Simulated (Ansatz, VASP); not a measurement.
**MgFe3O: VASP beside Ansatz**

```
Mg Fe O
1.0
    -2.74757    2.74757    3.88794
     2.74757   -2.74757    3.88794
     2.74757    2.74757   -3.88794
Mg Fe O
2 6 2
Cartesian
  2.7476 0.0000 1.9440
  0.0000 2.7476 1.9440
  1.3735 -1.3741 3.8879
  1.3741 4.1216 0.0000
  1.3735 1.3741 0.0000
  1.3741 1.3735 3.8879
  0.0000 0.0000 1.9440
  0.0000 0.0000 5.8319
  0.0000 0.0000 3.8879
  0.0000 0.0000 0.0000
```

Alike in both runs: functional PBE; k mesh 4 × 4 × 4; occupations gaussian, width 0.2 eV; collinear spin.

Ansatz relaxed the structure, and its values are those at the end. VASP's run is a single point on that final structure, the one shown.

```csv
,VASP,Ansatz
version,VASP 6.6.1,Ansatz 0.2.0
potentials or method,"VASP PAW PBE potentials, release 64 (Mg, Fe, O), cutoff 520 eV","scalar-relativistic, plane waves, PAW"
valence electrons in the cell,64,128
```

|  | VASP | Ansatz | Ansatz less VASP |
| --- | --- | --- | --- |
| gap on the k mesh at the Fermi level (eV) | none | none | - |
| pressure (GPa) | 0.8 | 0.1 | -0.66 |
| net moment per atom (μB) | 1.23 | 1.23 | 0.000 |
| size of the moment on the site where the two differ most (μB) | 2.12 | 1.99 | -0.138 |

Site moments also hang on the region over which each program counts them. A gap of «none» marks a metal or a gap that the smearing closes. With one functional, cell and mesh, what is left measures potentials, basis and numerics. VASP's potentials hold 64 valence electrons a cell and Ansatz's 128, so a difference there can come from the potentials and not from the codes.

The k mesh is coarse, so the values compare programs but aren't converged.
